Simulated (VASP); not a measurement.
# Ag in VASP: single point with PBEsol

Aim: the single point of Ag with PBEsol.

All numbers are computed with VASP 6.6.1; they aren't measurements. Logs are shortened: lines on timing, memory, paths and dates and some standing lists are left out, and cuts for length are marked.

**1. The cell of the first run**

The cell holds a slab with vacuum, 4 atoms: a = 2.930 Å, b = 2.930 Å, c = 19.185 Å, α = 90.00°, β = 90.00°, γ = 120.00°.

**2. Single point, PBEsol**

INCAR

```
SYSTEM = Ag
PREC = Accurate
ENCUT = 400
EDIFF = 1E-6
ISMEAR = -1
SIGMA = 0.1
LREAL = .FALSE.
LASPH = .TRUE.
NELM = 120
ALGO = Normal
ISIF = 2
LWAVE = .FALSE.
LCHARG = .FALSE.
LDIPOL = .TRUE.
IDIPOL = 3
DIPOL = 0.5 0.5 0.500
GGA = PS
NBANDS = 30
GGA_COMPAT = .FALSE.
NELMDL = -8
```

KPOINTS

```
Automatic mesh
0
G
  7 7 1
  0 0 0
```

POSCAR

```
Ag
1.0
    2.9300000000      0.0000000000      0.0000000000
   -1.4650000000      2.5374544300      0.0000000000
    0.0000000000      0.0000000000     19.1850000000
Ag
4
Direct
    0.3333333333      0.6666666667      0.3127443315
    0.6666666667      0.3333333333      0.4375814438
    0.3333333333      0.6666666667      0.5624185562
    0.6666666667      0.3333333333      0.6872556685
```

Potentials or basis: VASP PAW PBE potentials, release 64 (Ag).

On the command line:

```sh
> cat potpaw_PBE.64/Ag/POTCAR > POTCAR
> mpirun -np 1 vasp_std > vasp.out
```

OUTCAR:

```text
SYSTEM = Ag
   PREC = Accurate
   ENCUT = 400
   EDIFF = 1E-6
   ISMEAR = -1
   LREAL = .FALSE.
   LASPH = .TRUE.
   NELM = 120
   ISIF = 2
   GGA = PS
   NELMDL = -8

 ion  position               nearest neighbor table
   1  0.333  0.667  0.313-   2 2.93   2 2.93   2 2.93
   2  0.667  0.333  0.438-   1 2.93   1 2.93   1 2.93   3 2.93   3 2.93   3 2.93
   3  0.333  0.667  0.562-   4 2.93   4 2.93   4 2.93   2 2.93   2 2.93   2 2.93
   4  0.667  0.333  0.687-   3 2.93   3 2.93   3 2.93

  LATTYP: Found a hexagonal cell.
 ALAT       =     2.9300000000
 C/A-ratio  =     6.5477815700

  Lattice vectors:

 A1 = (   2.9300000000,   0.0000000000,   0.0000000000)
 A2 = (  -1.4650000000,   2.5374544300,   0.0000000000)
 A3 = (   0.0000000000,   0.0000000000,  19.1850000000)

Analysis of symmetry for initial positions (statically):
=====================================================================
 Subroutine PRICEL returns:
 Original cell was already a primitive cell.

 Routine SETGRP: Setting up the symmetry group for a
 hexagonal supercell.

 Subroutine GETGRP returns: Found 12 space group operations
 (whereof 12 operations were pure point group operations)
 out of a pool of 24 trial point group operations.

The static configuration has the point symmetry D_3d.

Analysis of symmetry for dynamics (positions and initial velocities):
=====================================================================
 Subroutine PRICEL returns:
 Original cell was already a primitive cell.

 Routine SETGRP: Setting up the symmetry group for a
 hexagonal supercell.

 Subroutine GETGRP returns: Found 12 space group operations
 (whereof 12 operations were pure point group operations)
 out of a pool of 24 trial point group operations.

The dynamic configuration has the point symmetry D_3d.

 Subroutine INISYM returns: Found 12 space group operations
 (whereof 12 operations are pure point group operations),
 and found     1 'primitive' translations

----------------------------------------------------------------------------------------

                                     Primitive cell

  volume of cell :     142.6355

  direct lattice vectors                    reciprocal lattice vectors
     2.930000000  0.000000000  0.000000000     0.341296928  0.197047874  0.000000000
    -1.465000000  2.537454430  0.000000000     0.000000000  0.394095747  0.000000000
     0.000000000  0.000000000 19.185000000     0.000000000  0.000000000  0.052124055
[... 77 lines left out ...]
   ISIF   =      2    stress and relaxation
   ISYM   =      2    0-nonsym 1-usesym 2-fastsym
   POTIM  = 0.5000    time-step for ionic-motion
   TEBEG  =    0.0;   TEEND  =   0.0 temperature during run
   PSTRESS=    0.0 pullay stress
   NELECT =      44.0000    total number of electrons
   NUPDOWN=      -1.0000    fix difference up-down
   EMIN   =  10.00;   EMAX   =-10.00  energy-range for DOS
   EFERMI =   0.00;   METHOD = LEGACY
   ISMEAR =    -1;   SIGMA  =   0.10  broadening in eV -4-tet -1-fermi 0-gaus
   EFERMI_NEDOS =   21; number of points for ismear=-14 and -15
   IALGO  =     38    algorithm
   IMIX   =      4    mixing-type and parameters
     AMIX     =   0.40;   BMIX     =  1.00
     AMIX_MAG =   1.60;   BMIX_MAG =  1.00
  volume/ion in A,a.u.               =      35.66       240.64
  Fermi-wavevector in a.u.,A,eV,Ry     =   1.106156  2.090332 16.647841  1.223582
  Thomas-Fermi vector in A             =   2.242653
   LORBIT       =      0    0 simple, 1 ext, 2 COOP (PROOUT), +10 PAW based schemes
   GGA     = PS    functional components
   LHFCALC =     F    Hartree Fock is set to
   AEXX    =    0.0000 exact exchange contribution
   IVDW    =     0    specifies the selected vdW correction
   LEPSILON=     F    determine dielectric tensor
   LRPA    =     F    only Hartree local field effects (RPA)
 non-spin polarized calculation
  energy-cutoff  :      400.00
  volume of cell :      142.64
 maximum number of plane-waves:      2631
 NGX is ok and might be reduce to    20
   NGX =  9   NGY =  9   NGZ = 63

 dipolmoment           0.000000      0.000000     -0.000000 electrons x Angstroem

 number of electron      44.0000011 magnetization

 dipolmoment           0.000000      0.000000      0.000000 electrons x Angstroem

 Free energy of the ion-electron system (eV)
  ---------------------------------------------------
  ext. energy  EPLUGINS =         0.00000000
  ---------------------------------------------------
  free energy    TOTEN  =       -12.32282681 eV

  energy without entropy =      -12.29998572  energy(sigma->0) =      -12.31140626

 E-fermi :   1.4427     XC(G=0):  -6.8803

 val. band max:        1.3161248032   @ k =   0.1429   0.0000   0.0000
 cond. band min:       1.8827074209   @ k =   0.0000   0.0000   0.0000
 fundamental gap:      0.5665826176
 Fermi energy:         1.4426998199

 k-point     1 :       0.0000    0.0000    0.0000
  band No.  band energies     occupation
      1      -5.6191      2.00000
      2      -4.7318      2.00000
      3      -4.4194      2.00000
      4      -4.2625      2.00000
      5      -3.0922      2.00000
      6      -3.0580      2.00000
[... 253 lines left out ...]
     29       8.7160      0.00000
     30       8.9584      0.00000

------------------------ aborting loop because EDIFF is reached ----------------------------------------

 vacuum level on the upper side and lower side of the slab       (xc-potential included)        -0.219        -0.219

  FORCE on cell =-STRESS in cart. coord.  units (eV):
  Direction    XX          YY          ZZ          XY          YZ          ZX
  --------------------------------------------------------------------------------------
  -------------------------------------------------------------------------------------
  Total       -4.1199615     -4.1199615     -2.7846704      0.0000000      0.0000000      0.0000000
  in kB      -46.2781580    -46.2781579    -31.2792767      0.0000000      0.0000000      0.0000000
  external PRESSURE =     -41.2785309 kB  Pullay stress =       0.0000000 kB

 VOLUME and BASIS-vectors are now :
 -----------------------------------------------------------------------------
  energy-cutoff  :      400.00
  volume of cell :      142.64
      direct lattice vectors                 reciprocal lattice vectors
     2.930000000  0.000000000  0.000000000     0.341296928  0.197047874  0.000000000
    -1.465000000  2.537454430  0.000000000     0.000000000  0.394095747  0.000000000
     0.000000000  0.000000000 19.185000000     0.000000000  0.000000000  0.052124055

 POSITION                                       TOTAL-FORCE (eV/Angst)
 -----------------------------------------------------------------------------------
     -0.00000      1.69164      6.00000        -0.000000     -0.000000      0.396346
      1.46500      0.84582      8.39500         0.000000      0.000000     -0.101189
     -0.00000      1.69164     10.79000        -0.000000     -0.000000      0.101189
      1.46500      0.84582     13.18500         0.000000      0.000000     -0.396346
 -----------------------------------------------------------------------------------
    total drift:                                0.000000     -0.000000      0.000000

  FREE ENERGIE OF THE ION-ELECTRON SYSTEM (eV)
  ---------------------------------------------------
  free  energy   TOTEN  =       -12.3228268070 eV

  energy  without entropy=      -12.2999857170  energy(sigma->0) =      -12.31140626

 vacuum level on the upper side and lower side of the slab         5.944         5.944
```

OSZICAR:

```text
N       E                     dE             d eps       ncg     rms          rms(c)
DAV:   1     0.232824277648E+03    0.23282E+03   -0.18406E+04   496   0.106E+03
DAV:   2    -0.821606382411E+01   -0.24104E+03   -0.23008E+03   522   0.259E+02
DAV:   3    -0.134302740413E+02   -0.52142E+01   -0.51897E+01   546   0.417E+01
[... 14 lines left out ...]
DAV:  18    -0.123227919069E+02   -0.65987E-04   -0.19514E-06   372   0.107E-02    0.268E-03
DAV:  19    -0.123228141978E+02   -0.22291E-04   -0.39323E-07   362   0.377E-03    0.722E-04
DAV:  20    -0.123228248054E+02   -0.10608E-04   -0.20530E-07   356   0.173E-03    0.401E-04
DAV:  21    -0.123228265131E+02   -0.17077E-05   -0.40768E-08   312   0.956E-04    0.119E-04
DAV:  22    -0.123228268070E+02   -0.29390E-06   -0.91368E-09   312   0.280E-04
   1 F= -.12322827E+02 E0= -.12311406E+02  d E =-.228411E-01
```

stdout:

```text
POSCAR found type information on POSCAR Ag
 POSCAR found :  1 types and       4 ions
 scaLAPACK will be used
 -----------------------------------------------------------------------------
|                                                                             |
|                                                                             |
|     You enforced a specific xc type in the INCAR file but a different       |
|     I HOPE YOU KNOW WHAT YOU ARE DOING!                                     |
|                                                                             |
 -----------------------------------------------------------------------------

 LDA part: xc-table for (Slater+PW92), standard interpolation
 POSCAR, INCAR and KPOINTS ok, starting setup
 FFT: planning ... GRIDC
 FFT: planning ... GRID_SOFT
 FFT: planning ... GRID
 WAVECAR not read
 entering main loop
```

Wall time 30 s (1 thread of AMD EPYC 7R13 (Zen 3), shared host); peak memory 0.18 GiB.

Results:

```
Free energy            : -12.3228 eV
Largest force          : 0.396 eV/Å
Band gap on the k mesh : zero (bands 22 and 23 overlap by 5.03 eV)
```

Forces on the atoms (eV/Å):
```
Ag   0.000  0.000  0.396
Ag   0.000  0.000 -0.101
Ag   0.000  0.000  0.101
Ag   0.000  0.000 -0.396
```

Levels at points of the mesh, in eV from the Fermi level:
```
           k point  band 19  band 20  band 21  band 22  band 23  band 24  band 25  band 26
(0.00, 0.00, 0.00)    -3.14    -2.98    -2.98    -2.91    -2.91    -0.79     0.44     4.41
```

Caveat: the PAW data sets were made with another functional, which shifts forces and pressure a little.

The gap in the log of VASP goes by the Fermi energy; the results here count the filled bands.